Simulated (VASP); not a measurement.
# Re (Im-3m) in VASP: further runs, part 2 of 3

VASP 6.6.1. The steps go on from the part before.

## 3. Relaxation of cell and atoms, LDA

This run uses another cell than the first one, of 14.47 Å³/atom, 1.009 times its volume.

INCAR reads:

```
PREC = Accurate
ENCUT = 600
EDIFF = 1E-6
ISMEAR = -1
SIGMA = 0.05
LREAL = F
LASPH = T
NELM = 80
ALGO = Normal
ISIF = 3
LWAVE = F
LCHARG = F
IBRION = 2
NSW = 45
EDIFFG = -0.005
```

KPOINTS reads:

```
Automatic mesh
0
Gamma
  19 19 19
```

POSCAR reads:

```
Re
1.0
   -1.5350745523      1.5350745523      1.5350745523
    1.5350745523     -1.5350745523      1.5350745523
    1.5350745523      1.5350745523     -1.5350745523
Re
1
Direct
    0.0000000000      0.0000000000      0.0000000000
```

Potentials or basis: VASP PAW LDA potentials, release 64 (Re).

The run is started by

```console
$ cat potpaw_LDA.64/Re/POTCAR > POTCAR
$ mpirun -np 1 vasp_std > vasp.out
```

OUTCAR:

```text
PREC = Accurate
   ENCUT = 600
   EDIFF = 1E-6
   ISMEAR = -1
   LREAL = F
   LASPH = T
   NELM = 80
   ISIF = 3
   IBRION = 2
   NSW = 45
   EDIFFG = -0.005

 ion  position               nearest neighbor table
   1  0.000  0.000  0.000-

  LATTYP: Found a body centered cubic cell.
 ALAT       =     3.0701491046

  Lattice vectors:

 A1 = (  -1.5350745523,   1.5350745523,   1.5350745523)
 A2 = (   1.5350745523,  -1.5350745523,   1.5350745523)
 A3 = (   1.5350745523,   1.5350745523,  -1.5350745523)

Analysis of symmetry for initial positions (statically):
=====================================================================
 Subroutine PRICEL returns:
 Original cell was already a primitive cell.

 Routine SETGRP: Setting up the symmetry group for a
 body centered cubic supercell.

 Subroutine GETGRP returns: Found 48 space group operations
 (whereof 48 operations were pure point group operations)
 out of a pool of 48 trial point group operations.

The static configuration has the point symmetry O_h .

Analysis of symmetry for dynamics (positions and initial velocities):
=====================================================================
 Subroutine PRICEL returns:
 Original cell was already a primitive cell.

 Routine SETGRP: Setting up the symmetry group for a
 body centered cubic supercell.

 Subroutine GETGRP returns: Found 48 space group operations
 (whereof 48 operations were pure point group operations)
 out of a pool of 48 trial point group operations.

The dynamic configuration has the point symmetry O_h .

 Subroutine INISYM returns: Found 48 space group operations
 (whereof 48 operations are pure point group operations),
 and found     1 'primitive' translations

----------------------------------------------------------------------------------------

                                     Primitive cell

  volume of cell :      14.4693

  direct lattice vectors                    reciprocal lattice vectors
    -1.535074552  1.535074552  1.535074552     0.000000000  0.325717080  0.325717080
     1.535074552 -1.535074552  1.535074552     0.325717080  0.000000000  0.325717080
     1.535074552  1.535074552 -1.535074552     0.325717080  0.325717080  0.000000000

  length of vectors
     2.658827118  2.658827118  2.658827118     0.460633511  0.460633511  0.460633511

  position of ions in fractional coordinates (direct lattice)
     0.000000000  0.000000000  0.000000000

  ion indices of the primitive-cell ions
   primitive index   ion index
                 1           1

----------------------------------------------------------------------------------------

 KPOINTS: Automatic mesh

Automatic generation of k-mesh.
 Grid dimensions read from file:
 generate k-points for:   19   19   19

 Generating k-lattice:

  Cartesian coordinates                     Fractional coordinates (reciprocal lattice)
     0.000000000  0.017143004  0.017143004     0.052631579  0.000000000  0.000000000
     0.017143004  0.000000000  0.017143004     0.000000000  0.052631579  0.000000000
     0.017143004  0.017143004  0.000000000     0.000000000  0.000000000  0.052631579

  Length of vectors
     0.024243869  0.024243869  0.024243869

  Shift w.r.t. Gamma in fractional coordinates (k-lattice)
     0.000000000  0.000000000  0.000000000

 Subroutine IBZKPT returns following result:
 ===========================================

 Found    220 irreducible k-points:

 Following reciprocal coordinates:
            Coordinates               Weight
  0.000000  0.000000  0.000000      1.000000
  0.052632  0.000000  0.000000     12.000000
  0.105263  0.000000  0.000000     12.000000
  0.157895  0.000000  0.000000     12.000000
  0.210526  0.000000  0.000000     12.000000
  0.263158  0.000000  0.000000     12.000000
[... 16 lines left out ...]
  0.263158  0.105263  0.000000     48.000000
  0.315789  0.105263  0.000000     48.000000
 [... further k-points ...]
   k-points           NKPTS =    220   k-points in BZ     NKDIM =    220   number of bands    NBANDS=      7
   number of dos      NEDOS =    301   number of ions     NIONS =      1
   total plane-waves  NPLWV =  13824
   dimension x,y,z NGX =    24 NGY =   24 NGZ =   24
   dimension x,y,z NGXF=    48 NGYF=   48 NGZF=   48
   ions per type =               1
   NGX,Y,Z   is equivalent  to a cutoff of  15.01, 15.01, 15.01 a.u.
   NGXF,Y,Z  is equivalent  to a cutoff of  30.01, 30.01, 30.01 a.u.
 SYSTEM =  unknown system
   PREC   = accura    normal or accurate (medium, high low for compatibility)
   ISTART =      0    job   : 0-new  1-cont  2-samecut
   ICHARG =      2    charge: 1-file 2-atom 10-const
   ISPIN  =      1    spin polarized calculation?
   LNONCOLLINEAR =      F non collinear calculations
   LSORBIT =      F    spin-orbit coupling
   LASPH  =      T    aspherical Exc in radial PAW
   ENCUT  =  600.0 eV  44.10 Ry    6.64 a.u.   5.31  5.31  5.31*2*pi/ulx,y,z
   NELM   =     80;   NELMIN=  2; NELMDL= -5     # of ELM steps
   EDIFF  = 0.1E-05   stopping-criterion for ELM
   LREAL  =      F    real-space projection
   EDIFFG = -.5E-02   stopping-criterion for IOM
   NSW    =     45    number of steps for IOM
   IBRION =      2    ionic relax: 0-MD 1-quasi-New 2-CG
   NFREE  =      1    steps in history (QN), initial steepest desc. (CG)
   ISIF   =      3    stress and relaxation
   ISYM   =      2    0-nonsym 1-usesym 2-fastsym
   POTIM  = 0.5000    time-step for ionic-motion
   TEBEG  =    0.0;   TEEND  =   0.0 temperature during run
   PSTRESS=    0.0 pullay stress
   NELECT =       7.0000    total number of electrons
   NUPDOWN=      -1.0000    fix difference up-down
   EMIN   =  10.00;   EMAX   =-10.00  energy-range for DOS
   EFERMI =   0.00;   METHOD = LEGACY
   ISMEAR =    -1;   SIGMA  =   0.05  broadening in eV -4-tet -1-fermi 0-gaus
   EFERMI_NEDOS =   21; number of points for ismear=-14 and -15
   IALGO  =     38    algorithm
   IMIX   =      4    mixing-type and parameters
     AMIX     =   0.40;   BMIX     =  1.00
     AMIX_MAG =   1.60;   BMIX_MAG =  1.00
  volume/ion in A,a.u.               =      14.47        97.64
  Fermi-wavevector in a.u.,A,eV,Ry     =   1.285162  2.428605 22.471962  1.651643
  Thomas-Fermi vector in A             =   2.417313
   LORBIT       =      0    0 simple, 1 ext, 2 COOP (PROOUT), +10 PAW based schemes
   GGA     = CA    functional components
   LHFCALC =     F    Hartree Fock is set to
   AEXX    =    0.0000 exact exchange contribution
   IVDW    =     0    specifies the selected vdW correction
   LEPSILON=     F    determine dielectric tensor
   LRPA    =     F    only Hartree local field effects (RPA)
 conjugate gradient relaxation of ions
 non-spin polarized calculation
  energy-cutoff  :      600.00
  volume of cell :       14.47
 maximum number of plane-waves:       493
 NGX is ok and might be reduce to    24
   NGX = 11   NGY = 11   NGZ = 11

--------------------------------------- Ionic step        1  -------------------------------------------

 number of electron       7.0000001 magnetization

 Free energy of the ion-electron system (eV)
  ---------------------------------------------------
  ext. energy  EPLUGINS =         0.00000000
  ---------------------------------------------------
  free energy    TOTEN  =       -13.42599523 eV

  energy without entropy =      -13.41574326  energy(sigma->0) =      -13.42086924

------------------------ aborting loop because EDIFF is reached ----------------------------------------

  FORCE on cell =-STRESS in cart. coord.  units (eV):
  Direction    XX          YY          ZZ          XY          YZ          ZX
  --------------------------------------------------------------------------------------
  -------------------------------------------------------------------------------------
  Total        0.1387098      0.1387098      0.1387098      0.0000000     -0.0000000      0.0000000
  in kB       15.3592243     15.3592243     15.3592243      0.0000000     -0.0000000      0.0000000
  external PRESSURE =      15.3592243 kB  Pullay stress =       0.0000000 kB
[... 55 lines left out ...]
  energy  without entropy=      -13.4111505064  energy(sigma->0) =      -13.41637088

--------------------------------------- Ionic step        3  -------------------------------------------

 number of electron       7.0000001 magnetization

 Free energy of the ion-electron system (eV)
  ---------------------------------------------------
  ext. energy  EPLUGINS =         0.00000000
  ---------------------------------------------------
  free energy    TOTEN  =       -13.42626863 eV

  energy without entropy =      -13.41598001  energy(sigma->0) =      -13.42112432

 E-fermi :   8.9127     XC(G=0): -13.9155

 val. band max:        8.9063902110   @ k =  -0.4737  -0.4737   0.2632
 cond. band min:       8.9138035329   @ k =  -0.1053   0.1053   0.0526
 fundamental gap:      0.0074133219
 Fermi energy:         8.9126748946

 k-point     1 :       0.0000    0.0000    0.0000
  band No.  band energies     occupation
      1      -1.8620      2.00000
      2       6.1701      2.00000
      3       6.1701      2.00000
      4       6.1701      2.00000
      5       9.6800      0.00000
      6       9.6800      0.00000
      7      24.5788      0.00000
[... 221 lines left out ...]
 k-point    24 :       0.3158    0.1053    0.0000
  band No.  band energies     occupation
      1       1.7812      2.00000
      2       4.2527      2.00000
      3       6.3471      2.00000
      4       9.3405      0.00038
      5      10.4607      0.00000
      6      12.4790      0.00000
      7      21.3407      0.00000

 [... further k-points ...]
[... 5 lines left out ...]
  --------------------------------------------------------------------------------------
  -------------------------------------------------------------------------------------
  Total       -0.0002382     -0.0002382     -0.0002382     -0.0000000      0.0000000      0.0000000
  in kB       -0.0262755     -0.0262755     -0.0262755     -0.0000000      0.0000000      0.0000000
  external PRESSURE =      -0.0262755 kB  Pullay stress =       0.0000000 kB
[... 16 lines left out ...]
  FREE ENERGIE OF THE ION-ELECTRON SYSTEM (eV)
  ---------------------------------------------------
  free  energy   TOTEN  =       -13.4262686287 eV

  energy  without entropy=      -13.4159800124  energy(sigma->0) =      -13.42112432

 reached required accuracy - stopping structural energy minimisation
```

OSZICAR:

```text
N       E                     dE             d eps       ncg     rms          rms(c)
DAV:   1     0.229451476770E+02    0.22945E+02   -0.35806E+03  3521   0.102E+03
DAV:   2    -0.136332063957E+02   -0.36578E+02   -0.33155E+02  4823   0.166E+02
DAV:   3    -0.141554984938E+02   -0.52229E+00   -0.51769E+00  3689   0.211E+01
[... 19 lines left out ...]
DAV:   2    -0.134269905305E+02    0.30958E-02   -0.41518E-03  4655   0.139E+00    0.679E-01
DAV:   3    -0.134262571528E+02    0.73338E-03   -0.21551E-03  4844   0.999E-01    0.837E-02
DAV:   4    -0.134262670353E+02   -0.98825E-05   -0.45450E-05  3682   0.114E-01    0.185E-02
DAV:   5    -0.134262687171E+02   -0.16818E-05   -0.51950E-06  4354   0.403E-02    0.331E-03
DAV:   6    -0.134262686287E+02    0.88429E-07   -0.13574E-07  1680   0.310E-03
   3 F= -.13426269E+02 E0= -.13421124E+02  d E =-.273401E-03
```

Run time: 16 s. Hardware: 1 thread of Intel Xeon 6975P-C (Granite Rapids), shared host; peak memory 0.15 GiB.

Results:

| Property | Result |
| --- | --- |
| Free energy | -13.4263 eV |
| Relaxed volume | 14.53 Å³/atom |
| Relaxed cell | a = 2.662 Å, b = 2.662 Å, c = 2.662 Å, α = 109.47°, β = 109.47°, γ = 109.47° |
| Space group after relaxing (to 0.05 Å) | Im-3m (No. 229) |
| Energy gained by relaxing | 0.3 meV/atom |
| Ionic steps | 3 |
| Pressure after relaxing | 0.0 GPa |

Step by step:
```csv
step,energy change (eV),largest force (eV/Å),pressure (GPa),volume (Å³)
1,0.0000,0.0000,1.54,14.47
2,0.0044,0.0000,-6.25,14.76
3,-0.0003,0.0000,0.00,14.53
```

Final structure:
```
Re
1.0
    -1.53706    1.53706    1.53706
     1.53706   -1.53706    1.53706
     1.53706    1.53706   -1.53706
Re
1
Direct
  0.00000 0.00000 0.00000
```

Levels at points of the mesh, in eV from the Fermi level:
```
           k point  band 1  band 2  band 3  band 4  band 5  band 6  band 7
(0.00, 0.00, 0.00)  -10.77   -2.74   -2.74   -2.74    0.77    0.77   15.67
```

Caveat: spin-orbit coupling is left out, which moves the levels of the heavy elements.

(Continued in part 3 of 3.)
